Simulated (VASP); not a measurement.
Runs of VASP 6.6.1 on Bi. The structure is that of space group R-3m (No. 166), or close to it. The cells are those of the table. 

```csv
cell,further INCAR settings,gap on the mesh (eV),pressure (GPa)
"a = 3.224 Å, angles 101.6°, 1 atom",ALGO = Fast; EDIFF = 1e-06; NBANDS = 14,none,0.1
"a = 3.567 Å, angles 112.1°, 1 atom",ALGO = Fast; EDIFF = 1e-06; NBANDS = 14,none,(a)
"a = 3.739 Å, angles 114.3°, 1 atom",ALGO = Fast; EDIFF = 1e-07; NBANDS = 14,none,(b)
"a = 3.922 Å, angles 115.8°, 1 atom",ALGO = Fast; EDIFF = 1e-07; NBANDS = 14,none,27.5
"a = 3.308 Å, angles 105.7°, 1 atom",ALGO = Fast; EDIFF = 1e-06; NBANDS = 14,none,-1.9
"a = 4.140 Å, angles 117.0°, 1 atom",ALGO = Fast; EDIFF = 1e-06; NBANDS = 14,none,71.5
```

Alike in all rows: task single point; level LDA; potentials or basis VASP PAW LDA potentials, release 64 (Bi_d); no spin polarisation; k mesh 18 × 18 × 18; cutoff (eV) 520; smearing gaussian 0.15 eV.

Question: Estimate the missing entries.

Answer: (a) -1.3; (b) 8.2.

Caveats: spin-orbit coupling is left out, which moves the levels of the heavy elements.

A k mesh can miss the band edges, and the runs leave out spin-orbit coupling on Bi.

A gap of «none» marks levels without a gap at the run's occupations.
